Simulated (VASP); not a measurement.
# Si11O24 (a cell with a defect) in VASP: a series of runs

The runs below take Si11O24 (a cell with a defect) through single point, with PBE.

All numbers are computed with VASP 6.6.1; they aren't measurements. Logs are shortened: lines on timing, memory, paths and dates and some standing lists are left out, and cuts for length are marked.

## 1. The cell of the first run

The cell holds a defect, 35 atoms: a = 7.454 Å, b = 7.454 Å, c = 10.042 Å, α = 70.32°, β = 70.32°, γ = 71.37°.

## 2. Single point, PBE, collinear spin

INCAR

```
SYSTEM = Si11O24
ALGO = Normal ; EDIFF = 1E-6
ENCUT = 520 ; GGA = PE
GGA_COMPAT = .FALSE. ; ISIF = 2
ISMEAR = 0 ; ISPIN = 2
LASPH = .TRUE. ; LCHARG = .FALSE.
LORBIT = 11 ; LREAL = Auto
LWAVE = .FALSE. ; MAGMOM = 0 0 0 0 0 0 0 0 0 0 0 0.05 0 0 0 0 0.16 0.24 0 0 0 0 0 0 0.01 0 0.11 0.02 0 0 0.01 0.17 0 0 0.01
NBANDS = 121 ; NELECT = 191.0
NELM = 200 ; NUPDOWN = 1.0
PREC = Accurate ; SIGMA = 0.01
```

KPOINTS

```
Automatic mesh
0
Gamma
  1 1 1
  0.25 0.25 0.25
```

POSCAR

```
Si11O24
1.0
   -2.5104095100      4.3481568300      5.5092742100
    5.0208190300      0.0000000000      5.5092742100
    5.0208190300      8.6963136500      0.0000000000
Si O
11 24
Direct
    0.4017934738      0.9146684427      0.0410049708
    0.8829961290      0.4480058796      0.2679335707
   -0.0085255788      0.0019943239      0.2662151568
    0.5042705309      0.4899998975      0.0099593385
    0.0873967327      0.5659976383      0.4488125236
    0.5871783224      0.0594502452      0.2124126450
    0.4046141909      0.9411682551      0.5544970407
    0.9073571760      0.4225646093      0.7781463556
    0.0020612472     -0.0029278755      0.7600050442
    0.1165966968      0.5638123117      0.9302851546
    0.6041170431      0.0914352221      0.7134684319
    0.0352500365      0.5015962397      0.3273225882
    0.5532031008      0.9635548768      0.1014409620
    0.0428352457      0.8116930431      0.3959458127
    0.5509455947      0.2957792459      0.1394924587
    0.1797930405      0.0116341235      0.1222314082
    0.6683293186      0.5670576670      0.3131909214
    0.3015305075      0.4554967782      0.4606858200
    0.8171335070      0.9812138899      0.2120999047
    0.4249015520      0.6795097358      0.0776172858
    0.9290059614      0.2018098711      0.3171851229
    0.4417799135      0.0158270982      0.3725032669
    0.9686487005      0.4954630463      0.0867955556
    0.0789056206      0.4751346690      0.8176603012
    0.5519565541      1.0375532112      0.5872280185
    0.0803440698      0.8028476832      0.8832405566
    0.6181450425      0.3028625195      0.6951348971
    0.1696178933      0.0542731495      0.6111820663
    0.7007814072      0.5178832079      0.8804390615
    0.3369479053      0.4679855746      0.9517924029
    0.8235553663      0.9427408258      0.7335312570
    0.4235268747      0.7169261193      0.6285923701
    0.9379532341      0.1833312845      0.8326675716
    0.4402616184      0.0042563077      0.8669460759
    0.9205896988      0.5239749545      0.6074680345
```

Potentials or basis: VASP PAW PBE potentials, release 64 (Si, O).

Run with:

```
cat potpaw_PBE.64/Si/POTCAR potpaw_PBE.64/O/POTCAR > POTCAR
mpirun -np 1 vasp_std > vasp.out
```

OUTCAR:

```text
SYSTEM = Si11O24
   EDIFF = 1E-6
   ENCUT = 520
   GGA = PE
   ISIF = 2
   ISMEAR = 0
   ISPIN = 2
   LASPH = .TRUE.
   LORBIT = 11
   LREAL = Auto
   NELECT = 191.0
   NELM = 200
   NUPDOWN = 1.0
   PREC = Accurate

 ion  position               nearest neighbor table
   1  0.402  0.915  0.041-  34 1.61  13 1.63  16 1.63  20 1.63   4 3.11  11 3.14   6 3.14
   2  0.883  0.448  0.268-  17 1.56  12 1.65  23 1.66  21 1.68
   3  0.991  0.002  0.266-  14 1.61  21 1.61  19 1.63  16 1.64   6 3.11   5 3.13
   4  0.504  0.490  0.010-  29 1.62  30 1.62  15 1.62  20 1.63  10 3.09   1 3.11   8 3.13
   5  0.087  0.566  0.449-  18 1.57  12 1.64  35 1.66  14 1.68   8 3.07   3 3.13
   6  0.587  0.059  0.212-  22 1.60  19 1.62  13 1.63  15 1.63   3 3.11   1 3.14
   7  0.405  0.941  0.554-  32 1.57  25 1.65  22 1.67  28 1.68   9 3.01  11 3.14
   8  0.907  0.423  0.778-  35 1.61  29 1.63  33 1.64  24 1.65   5 3.07   9 3.08  10 3.10   4 3.13

   9  0.002  0.997  0.760-  28 1.62  31 1.63  26 1.65  33 1.65  11 2.98   7 3.01   8 3.08  10 3.10

  10  0.117  0.564  0.930-  23 1.61  24 1.62  30 1.62  26 1.64   4 3.09   9 3.10   8 3.10
  11  0.604  0.091  0.713-  27 1.56  25 1.64  34 1.69  31 1.69   9 2.98   1 3.14   7 3.14
  12  0.035  0.502  0.327-   5 1.64   2 1.65
  13  0.553  0.964  0.101-   1 1.63   6 1.63
  14  0.043  0.812  0.396-   3 1.61   5 1.68
  15  0.551  0.296  0.139-   4 1.62   6 1.63
  16  0.180  0.012  0.122-   1 1.63   3 1.64
  17  0.668  0.567  0.313-   2 1.56
  18  0.302  0.455  0.461-   5 1.57
  19  0.817  0.981  0.212-   6 1.62   3 1.63
  20  0.425  0.680  0.078-   4 1.63   1 1.63
  21  0.929  0.202  0.317-   3 1.61   2 1.68
  22  0.442  0.016  0.373-   6 1.60   7 1.67
  23  0.969  0.495  0.087-  10 1.61   2 1.66
  24  0.079  0.475  0.818-  10 1.62   8 1.65
  25  0.552  0.038  0.587-  11 1.64   7 1.65
  26  0.080  0.803  0.883-  10 1.64   9 1.65
  27  0.618  0.303  0.695-  11 1.56
  28  0.170  0.054  0.611-   9 1.62   7 1.68
  29  0.701  0.518  0.880-   4 1.62   8 1.63
  30  0.337  0.468  0.952-   4 1.62  10 1.62
  31  0.824  0.943  0.734-   9 1.63  11 1.69
  32  0.424  0.717  0.629-   7 1.57
  33  0.938  0.183  0.833-   8 1.64   9 1.65
  34  0.440  0.004  0.867-   1 1.61  11 1.69
  35  0.921  0.524  0.607-   8 1.61   5 1.66

  LATTYP: Found a base centered monoclinic cell.
 ALAT       =    12.1085520629
 B/A-ratio  =     0.7181959996
 C/A-ratio  =     0.8293013073
 COS(beta)  =    -0.4146506542

  Lattice vectors:

 A1 = (   2.5104095100,  -4.3481568300,  -5.5092742100)
 A2 = (  -5.0208190300,   0.0000000000,  -5.5092742100)
 A3 = (   5.0208190300,   8.6963136500,   0.0000000000)

Analysis of symmetry for initial positions (statically):
=====================================================================
 Subroutine PRICEL returns:
 Original cell was already a primitive cell.

 Routine SETGRP: Setting up the symmetry group for a
 base centered monoclinic supercell.

 Subroutine GETGRP returns: Found  1 space group operations
 (whereof  1 operations were pure point group operations)
 out of a pool of  4 trial point group operations.

The static configuration has the point symmetry C_1 .

Analysis of symmetry for dynamics (positions and initial velocities):
=====================================================================
 Subroutine PRICEL returns:
 Original cell was already a primitive cell.

 Routine SETGRP: Setting up the symmetry group for a
 base centered monoclinic supercell.

 Subroutine GETGRP returns: Found  1 space group operations
 (whereof  1 operations were pure point group operations)
 out of a pool of  4 trial point group operations.

The dynamic configuration has the point symmetry C_1 .

Analysis of structural, dynamic, and magnetic symmetry:
=====================================================================
 Subroutine PRICEL returns:
 Original cell was already a primitive cell.

 Routine SETGRP: Setting up the symmetry group for a
 base centered monoclinic supercell.

 Subroutine GETGRP returns: Found  1 space group operations
 (whereof  1 operations were pure point group operations)
 out of a pool of  4 trial point group operations.
[... 119 lines left out ...]

 Found      1 irreducible k-points:

 Following reciprocal coordinates:
            Coordinates               Weight
  0.250000  0.250000  0.250000      2.000000
   k-points           NKPTS =      1   k-points in BZ     NKDIM =      1   number of bands    NBANDS=    121
   number of dos      NEDOS =    301   number of ions     NIONS =     35
   total plane-waves  NPLWV = 250880
   dimension x,y,z NGX =    56 NGY =   56 NGZ =   80
   dimension x,y,z NGXF=   112 NGYF=  112 NGZF=  160
   ions per type =              11  24
   NGX,Y,Z   is equivalent  to a cutoff of  12.49, 12.49, 13.24 a.u.
   NGXF,Y,Z  is equivalent  to a cutoff of  24.98, 24.98, 26.49 a.u.
 SYSTEM =  Si11O24
   PREC   = accura    normal or accurate (medium, high low for compatibility)
[... 24 lines left out ...]
     AMIX_MAG =   1.60;   BMIX_MAG =  1.00
  volume/ion in A,a.u.               =      13.75        92.76
  Fermi-wavevector in a.u.,A,eV,Ry     =   1.203209  2.273736 19.697331  1.447713
  Thomas-Fermi vector in A             =   2.338969
   LORBIT       =     11    0 simple, 1 ext, 2 COOP (PROOUT), +10 PAW based schemes
   GGA     = PE    functional components
   LHFCALC =     F    Hartree Fock is set to
   AEXX    =    0.0000 exact exchange contribution
   IVDW    =     0    specifies the selected vdW correction
   LEPSILON=     F    determine dielectric tensor
   LRPA    =     F    only Hartree local field effects (RPA)
 spin polarized calculation
 Gauss-broadening in eV      SIGMA  =   0.01
  energy-cutoff  :      520.00
  volume of cell :      481.10
 maximum number of plane-waves:     12934
 NGX is ok and might be reduce to    56
   NGX = 27   NGY = 27   NGZ = 37

 number of electron     190.9999986 magnetization       0.9999959

 Free energy of the ion-electron system (eV)
  ---------------------------------------------------
  ext. energy  EPLUGINS =         0.00000000
  ---------------------------------------------------
  free energy    TOTEN  =      -258.51249051 eV

  energy without entropy =     -258.51249051  energy(sigma->0) =     -258.51249051

 E-fermi :   2.0523     XC(G=0):  -8.8962

 val. band max:        1.9693057083   @ k =   0.2500   0.2500   0.2500
 cond. band min:       2.1141604408   @ k =   0.2500   0.2500   0.2500
 fundamental gap:      0.1448547324
 Fermi energy:         1.8312678117

 spin component 1

 k-point     1 :       0.2500    0.2500    0.2500
  band No.  band energies     occupation
      1     -19.4525      1.00000
      2     -19.0845      1.00000
      3     -18.8319      1.00000
      4     -18.7837      1.00000
      5     -18.6343      1.00000
      6     -18.3678      1.00000
[... 99 lines left out ...]
    106       9.1141      0.00000
    107       9.1921      0.00000
 Fermi energy:         2.0522672018

 spin component 2

 k-point     1 :       0.2500    0.2500    0.2500
  band No.  band energies     occupation
      1     -19.4513      1.00000
      2     -19.0831      1.00000
      3     -18.8304      1.00000
      4     -18.7808      1.00000
      5     -18.6296      1.00000
      6     -18.3578      1.00000
[... 99 lines left out ...]
    106       9.1248      0.00000
    107       9.2010      0.00000
 [bands above 107 left out]

------------------------ aborting loop because EDIFF is reached ----------------------------------------

  FORCE on cell =-STRESS in cart. coord.  units (eV):
  Direction    XX          YY          ZZ          XY          YZ          ZX
  --------------------------------------------------------------------------------------
  -------------------------------------------------------------------------------------
  Total       25.1161973     23.5369606     22.1436085     -2.2738159      0.3705836     -2.8668035
  in kB       83.6431387     78.3838904     73.7436840     -7.5723684      1.2341349     -9.5471634
  external PRESSURE =      78.5902377 kB  Pullay stress =       0.0000000 kB

 VOLUME and BASIS-vectors are now :
 -----------------------------------------------------------------------------
  energy-cutoff  :      520.00
  volume of cell :      481.10
      direct lattice vectors                 reciprocal lattice vectors
    -2.510409510  4.348156830  5.509274210    -0.099585346  0.057495626  0.090756056
     5.020819030  0.000000000  5.509274210     0.099585346 -0.057495626  0.090756056
     5.020819030  8.696313650  0.000000000     0.049792673  0.086243439 -0.045378028

 POSITION                                       TOTAL-FORCE (eV/Angst)
 -----------------------------------------------------------------------------------
      3.78960      2.10365      7.25275         0.004079      0.019359     -0.023035
      1.37792      6.16944      7.33286        -0.117898      0.047338      0.029102
     -1.14238      6.62618      5.47329        -0.013253     -0.012400      0.003758
      1.24428      2.27926      5.47771         0.015408      0.032993      0.010605
      4.87578      4.28303      3.59973         0.093144     -0.066714     -0.043679
     -0.10908      4.40035      3.56245        -0.034101      0.003764      0.019238
[... 27 lines left out ...]
      3.26891      9.45356      2.44897        -0.046120     -0.016574      0.048851
      3.36971      9.28560      7.95850        -0.026379     -0.017399      0.026421
 -----------------------------------------------------------------------------------
    total drift:                                0.001831      0.010130     -0.019028

  FREE ENERGIE OF THE ION-ELECTRON SYSTEM (eV)
  ---------------------------------------------------
  free  energy   TOTEN  =      -258.5124905136 eV

  energy  without entropy=     -258.5124905136  energy(sigma->0) =     -258.51249051

 total charge

# of ion       s       p       d       tot
------------------------------------------
    1        0.646   1.001   0.000   1.647
    2        0.664   1.002   0.000   1.666
    3        0.646   0.997   0.000   1.643
    4        0.645   1.002   0.000   1.646
    5        0.663   0.999   0.000   1.662
    6        0.643   0.996   0.000   1.639
[... 27 lines left out ...]
   34        1.551   3.682   0.000   5.232
   35        1.552   3.684   0.000   5.236
--------------------------------------------------
tot         44.509  98.585   0.000 143.094

 magnetization (x)

# of ion       s       p       d       tot
------------------------------------------
    1       -0.000   0.000   0.000  -0.000
    2       -0.002  -0.003   0.000  -0.005
    3       -0.000  -0.000   0.000  -0.000
    4       -0.000  -0.000   0.000  -0.000
    5       -0.002  -0.002   0.000  -0.004
    6       -0.000  -0.000   0.000  -0.000
[... 27 lines left out ...]
   34       -0.000  -0.000   0.000  -0.000
   35        0.000   0.007   0.000   0.007
--------------------------------------------------
tot          0.005   0.786   0.000   0.791
```

Wall time 14 min (1 thread of Oxide Virtual Turin-like, shared host); peak memory 0.7 GiB.

What came out:

```yaml
Free_energy: -258.5125 eV
Largest_force: 0.165 eV/Å
Net_moment: 1.00 μB per cell
Site_moments: Si -0.00, -0.01, +0.00 (each value once); O +0.04, +0.00, +0.17, +0.25, -0.00, +0.01, +0.12 (each value once) μB
Valence_electrons_inside_the_program's_atomic_spheres: Si 1.65, 1.67, 1.64, 1.66, 1.62 (each value once); O 5.23, 5.25, 5.05, 5.03, 5.24, 5.22, 5.07, 5.26, 5.21 (each value once)
```

Forces on the atoms (eV/Å):
```
Si   0.004  0.019 -0.023
Si  -0.118  0.047  0.029
Si  -0.013 -0.012  0.004
Si   0.015  0.033  0.011
Si   0.093 -0.067 -0.044
Si  -0.034  0.004  0.019
Si   0.026 -0.098  0.130
Si   0.019 -0.008 -0.003
Si   0.037  0.018 -0.019
Si  -0.040  0.015  0.012
Si  -0.045 -0.017 -0.125
O   -0.002 -0.016  0.002
O    0.010 -0.006 -0.012
O   -0.029  0.017 -0.028
O   -0.006 -0.006 -0.011
O    0.002  0.018 -0.018
O    0.138 -0.050 -0.044
O   -0.094  0.095  0.041
O    0.015  0.006  0.004
O    0.000 -0.023  0.009
O    0.038 -0.018  0.036
O    0.018  0.022 -0.026
O    0.004  0.027 -0.012
O    0.017 -0.006 -0.012
O    0.019  0.000 -0.025
O   -0.009 -0.020  0.004
O    0.067  0.013  0.123
O   -0.017 -0.003  0.024
O   -0.014  0.005 -0.004
O    0.025 -0.009 -0.003
O    0.003  0.000  0.000
O   -0.054  0.062 -0.114
O   -0.003 -0.009  0.001
O   -0.046 -0.017  0.049
O   -0.026 -0.017  0.026
```

Caveat: the k points lie up to 0.92 Å⁻¹ apart, too coarse for converged energies, forces and pressures; the cell carries a net charge on a neutralising background, which shifts energy and pressure; the cell is charged against a uniform background, so pressure and absolute levels hang on convention; the total moment is fixed, so each spin has its own Fermi level and the state may be an excited one.

## 3. Single point, PBE, collinear spin

INCAR

```
SYSTEM = Si11O24
PREC     = Accurate       ! precision mode
ENCUT    = 520            ! plane-wave cutoff, eV
EDIFF    = 1E-6           ! SCF threshold, eV
ISMEAR   = 0              ! smearing method
SIGMA    = 0.01           ! smearing width, eV
LREAL    = Auto         
LASPH    = .TRUE.         ! aspherical terms in the spheres
NELM     = 200            ! most SCF steps
ALGO     = Normal         ! electronic algorithm
ISIF     = 2              ! what is computed and relaxed
LWAVE    = .FALSE.        ! write WAVECAR
LCHARG   = .FALSE.        ! write CHGCAR
ISPIN    = 2              ! spin polarisation
MAGMOM   = 0 0 0 0 0 0 0 0 0 0 0 0.03 0 0 0 0 0.31 0.46 0 0 0 0 0.02 0 0.02 0 0.29 0.01 0 0 0.02 0.4 0 0.01 0 ! initial moments
LORBIT   = 11             ! projections on sites
NUPDOWN  = 2.0            ! fixed moment
GGA      = PE             ! functional
NBANDS   = 121            ! bands
NELECT   = 190.0        
GGA_COMPAT= .FALSE.
```

KPOINTS is that of step 2.

POSCAR

```
Si11O24
1.0
   -2.5104095100      4.3481568300      5.5092742100
    5.0208190300      0.0000000000      5.5092742100
    5.0208190300      8.6963136500      0.0000000000
Si O
11 24
Direct
    0.4034084019      0.9240322928      0.0392520388
    0.9051869164      0.4520132391      0.2810799029
   -0.0090722241      0.0148320472      0.2656327633
    0.5025457308      0.4951263264      0.0130502142
    0.0919601243      0.5837301604      0.4566613174
    0.5897373213      0.0651651613      0.2080707166
    0.3909229314      0.9116774334      0.5445766884
    0.9098498652      0.4188431164      0.7850939354
   -0.0032215246     -0.0058871176      0.7551731900
    0.1156513488      0.5649913071      0.9375853301
    0.5983272590      0.0630666642      0.7032922292
    0.0694994658      0.4825766813      0.3426691071
    0.5631164304      0.9695751543      0.0937260775
    0.0274626468      0.8249977119      0.3992493900
    0.5402077991      0.3038151900      0.1463185735
    0.1844861108      0.0198744705      0.1257864392
    0.6943081903      0.5859073536      0.3283084989
    0.3152247987      0.5077750097      0.4656880222
    0.8193759075      0.9994549653      0.2062284710
    0.4271076259      0.6886176214      0.0754793134
    0.9313931073      0.2110903828      0.3207657618
    0.4416432752      0.0105232475      0.3666746497
    0.9739039963      0.5161679852      0.1001102881
    0.0756042999      0.4549906144      0.8394576962
    0.5482040707      0.9553476462      0.6055323736
    0.0810307964      0.8026682336      0.8764196495
    0.6056155344      0.2866513591      0.6396655737
    0.1691760952      0.0445860552      0.6074366210
    0.6992147000      0.5152767860      0.8819055789
    0.3413148400      0.4745139261      0.9474015096
    0.8189257222      0.9368242054      0.7303991392
    0.3775106740      0.6866806684      0.5998692569
    0.9257156849      0.1834968144      0.8245524531
    0.4355822194      0.0180609572      0.8651567227
    0.9301817504      0.5267461098      0.6143015047
```

Potentials or basis: VASP PAW PBE potentials, release 64 (Si, O).

Run with:

```
cat potpaw_PBE.64/Si/POTCAR potpaw_PBE.64/O/POTCAR > POTCAR
mpirun -np 1 vasp_std > vasp.out
```

Wall time 15 min (1 thread of Oxide Virtual Turin-like, shared host); peak memory 0.71 GiB.

The run converged. Its results:

| Property | Result |
| --- | --- |
| Free energy | -260.4500 eV |
| Largest force | 0.165 eV/Å |
| Net moment | 2.00 μB per cell |
| Site moments | Si +0.00, -0.00 (each value once); O +0.03, +0.00, +0.32, +0.46, -0.00, +0.02, +0.29, +0.01, +0.40 (each value once) μB |
| Valence electrons inside the program's atomic spheres | Si 1.63, 1.65, 1.64 (each value once); O 5.22, 5.24, 5.25, 5.00, 4.96, 5.23, 5.26, 5.21, 4.97 (each value once) |

Forces on the atoms (eV/Å):
```
Si   0.017  0.003 -0.003
Si  -0.112  0.011 -0.006
Si   0.006 -0.019  0.015
Si   0.012  0.023  0.010
Si   0.098 -0.067 -0.046
Si  -0.004 -0.004 -0.019
Si   0.008 -0.056  0.107
Si   0.021  0.016 -0.001
Si   0.022  0.036 -0.003
Si  -0.042 -0.010  0.003
Si  -0.053  0.030 -0.127
O    0.000 -0.009 -0.007
O    0.018 -0.009 -0.006
O   -0.015  0.011 -0.020
O   -0.016 -0.021 -0.007
O    0.000  0.015 -0.013
O    0.141 -0.043 -0.033
O   -0.095  0.105  0.085
O    0.010  0.026  0.026
O   -0.008 -0.001 -0.005
O    0.000 -0.010  0.029
O   -0.001  0.026  0.000
O    0.004  0.040 -0.021
O    0.014 -0.006 -0.009
O    0.008 -0.006 -0.012
O   -0.006 -0.017  0.000
O    0.061 -0.028  0.122
O    0.017 -0.001 -0.013
O   -0.012  0.003 -0.011
O    0.012  0.013  0.009
O    0.021 -0.021  0.011
O   -0.053  0.024 -0.101
O   -0.014 -0.018  0.002
O   -0.040 -0.021  0.031
O   -0.018 -0.016  0.015
```

Caveat: the k points lie up to 0.92 Å⁻¹ apart, too coarse for converged energies, forces and pressures; the cell carries a net charge on a neutralising background, which shifts energy and pressure; the cell is charged against a uniform background, so pressure and absolute levels hang on convention; the total moment is fixed, so each spin has its own Fermi level and the state may be an excited one.
